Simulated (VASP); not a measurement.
The system is BiAs (zincblende type).

```xyz
2
Lattice="0.0000 3.3531 3.3531 3.3531 0.0000 3.3531 3.3531 3.3531 0.0000" Properties=species:S:1:pos:R:3 pbc="T T T"
As    0.0000    0.0000    0.0000
Bi    1.6766    1.6766    1.6766
```

Base run:

- Program: VASP 6.6.1
- Functional: PBE
- Potentials or basis: VASP PAW PBE potentials, release 64 (As, Bi_d)
- Cutoff: 520 eV
- k mesh: 8 × 8 × 8
- Occupations: fermi-dirac, width 0.05 eV
- Spin: no spin polarisation

Its results: band gap on the k mesh zero (bands 10 and 11 overlap by 0.85 eV); pressure 0.2 GPa.

Question: The run is repeated on the same cell with these changes: k mesh from 8 × 8 × 8 to 3 × 3 × 3; dispersion from none to D3(BJ). What comes out?

Answer: Band gap on the k mesh 0.21 eV; pressure -2.8 GPa.

Several settings changed at once.

Caveats: some runs use coarse meshes; spin-orbit coupling is left out, which moves the levels of the heavy elements; three body term missing (at least some runs); an odd mesh through Γ misses points on the zone boundary, where band edges can lie (at least some runs).
